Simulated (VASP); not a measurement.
The system is MnCoC4N4.

```
CELL_PARAMETERS angstrom
5.96557 0.00000 0.00000
0.00000 5.96557 0.00000
0.00000 0.00000 5.96557
ATOMIC_POSITIONS crystal
Mn 0.00000 0.00000 0.00000
Co 0.50000 0.50000 0.50000
C 0.20100 0.20100 0.20100
C 0.20100 0.79900 0.79900
C 0.79900 0.20100 0.79900
C 0.79900 0.79900 0.20100
N 0.31416 0.31416 0.31416
N 0.31416 0.68584 0.68584
N 0.68584 0.31416 0.68584
N 0.68584 0.68584 0.31416
```

| Quantity | Value |
| --- | --- |
| Program | VASP 6.6.1 |
| Task | relaxation of cell and atoms |
| Functional | PBE |
| Potentials or basis | VASP PAW PBE potentials, release 64 (Mn_pv, Co, C, N) |
| Cutoff | 600 eV |
| k mesh | 6 × 6 × 6 |
| Occupations | gaussian, width 0.02 eV |
| Spin | collinear spin, ferromagnetic start |
| Starting moments | [4.06, 2.58, 0.0, 0.0, 0.0, 0.0, 0.0, 0.0, 0.0, 0.0] μB |

At the start: pressure -1.2 GPa; volume 21.23 Å³/atom.

**Question.** Where does the relaxation end?

**Answer.** Over 21 steps the energy falls by 178.1 meV/atom and the volume is 20.90 Å³/atom (-1.6 %); space group P-43m (No. 215, to 0.1 Å) before and after; moment 2.00 μB per cell.

The path:
| step | energy change (eV) | largest force (eV/Å) | pressure (GPa) | volume (Å³) |
| --- | --- | --- | --- | --- |
| 1 | 0.0000 | 1.4649 | -1.16 | 212.30 |
| 2 | 0.2811 | 8.3362 | -9.46 | 207.61 |
| 3 | -1.7457 | 1.2945 | -1.82 | 211.57 |
| 4 | -1.7731 | 0.4387 | -0.96 | 211.91 |
| 5 | -1.7760 | 0.1062 | -0.63 | 212.03 |
| 6 | -1.7761 | 0.0419 | -0.56 | 212.06 |
| 7 | -1.7761 | 0.0290 | -0.55 | 212.06 |
| 8 | -1.7764 | 0.4681 | 0.29 | 210.24 |
| 9 | -1.7778 | 0.2293 | -0.10 | 211.10 |
| 10 | -1.7792 | 0.1780 | -0.08 | 210.61 |
| 11 | -1.7808 | 0.0756 | -0.03 | 209.62 |
| 12 | -1.7793 | 0.1894 | 0.09 | 207.65 |
| 13 | -1.7810 | 0.0233 | 0.00 | 209.10 |
| 14 | -1.7810 | 0.0212 | 0.01 | 209.06 |
| 15 | -1.7810 | 0.0205 | 0.01 | 209.06 |
| 16 | -1.7810 | 0.0192 | 0.00 | 209.04 |
| 17 | -1.7811 | 0.0164 | 0.00 | 209.02 |
| 18 | -1.7811 | 0.0219 | -0.02 | 208.97 |
| 19 | -1.7811 | 0.0125 | -0.02 | 208.99 |
| 20 | -1.7811 | 0.0623 | 0.07 | 208.95 |
| 21 | -1.7811 | 0.0002 | 0.00 | 208.99 |

Final structure:
```
Mn Co C N
1.0
     5.93434    0.00000    0.00000
     0.00000    5.93434    0.00000
     0.00000    0.00000    5.93434
Mn Co C N
1 1 4 4
Direct
  0.00000 0.00000 0.00000
  0.50000 0.50000 0.50000
  0.20033 0.20033 0.20033
  0.20033 0.79967 0.79967
  0.79967 0.20033 0.79967
  0.79967 0.79967 0.20033
  0.31451 0.31451 0.31451
  0.31451 0.68549 0.68549
  0.68549 0.31451 0.68549
  0.68549 0.68549 0.31451
```

Caveat: only a ferromagnetic start was run, and an antiferromagnetic order may lie lower in energy.
